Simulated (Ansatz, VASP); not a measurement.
CdIr: VASP beside Ansatz

File INCAR:

```
SYSTEM = CdIr
PREC     = Accurate       ! precision mode
ENCUT    = 520            ! plane-wave cutoff, eV
EDIFF    = 1E-7           ! SCF threshold, eV
ISMEAR   = -1             ! smearing method
SIGMA    = 0.05           ! smearing width, eV
LREAL    = .False.        ! projectors in reciprocal space
LASPH    = .True.         ! aspherical terms in the spheres
NELM     = 60             ! most SCF steps
ALGO     = Normal         ! electronic algorithm
ISIF     = 2              ! what is computed and relaxed
LWAVE    = .False.        ! write WAVECAR
LCHARG   = .False.        ! write CHGCAR
GGA      = PE             ! functional
NBANDS   = 18             ! bands
```

Contents of KPOINTS:

```
Automatic mesh
0
Gamma
  8 8 8
  0 0 0
```

File POSCAR:

```
CdIr
1.0
    3.2839089500      0.0000000000      0.0000000000
    0.0000000000      3.2839089500      0.0000000000
    0.0000000000      0.0000000000      3.3861751100
Cd Ir
1 1
Direct
    0.0000000000      0.0000000000      0.7424761500
    0.5000000000      0.5000000000      0.0187378300
```

Contents of input.yaml:

```yaml
crystal:
  lattice:
    - [3.28390895, 0.0, 0.0]
    - [0.0, 3.28390895, 0.0]
    - [0.0, 0.0, 3.38617511]
  atoms:
    - { symbol: Cd, position: [0.0, 0.0, 0.74247615] }
    - { symbol: Ir, position: [0.5, 0.5, 0.01873783] }
kpoints:
  mp_grid: { grid: [8, 8, 8] }
scf:
  occupations: { method: fermi_dirac, width: 0.05 }
hamiltonian:
  xc: pbe
  pseudopotentials: { kind: all_electron, lapw: { basis_error: 0.001 } }
output:
  forces: true
  stress: true
  eigenvalues: true
  populations: true
```

Alike in both runs: task single point; functional PBE; k mesh 8 × 8 × 8; occupations fermi-dirac, width 0.05 eV; no spin polarisation.

```csv
,VASP,Ansatz
version,VASP 6.6.1,Ansatz 0.2.0
potentials or method,"VASP PAW PBE potentials, release 64 (Cd, Ir), cutoff 520 eV","all-electron LAPW, scalar-relativistic"
```

VASP gave:

* gap on the k mesh at the Fermi level (eV): none
* pressure (GPa): 19.9
* traceless stress, the component that is largest in VASP (GPa): -21.88
* rms of the force components (eV/Å): 2.125

Problem. Which values does Ansatz return?

Solution. gap on the k mesh at the Fermi level (eV): none; pressure (GPa): 18.2; traceless stress, the component that is largest in VASP (GPa): -20.99; rms of the force components (eV/Å): 2.049.

Atom by atom the forces differ by 0.076 eV/Å (rms over components). A gap of «none» marks a metal or a gap that the smearing closes. Ansatz ran all-electron here, and VASP with PAW potentials.

Neither program's run includes spin-orbit coupling.
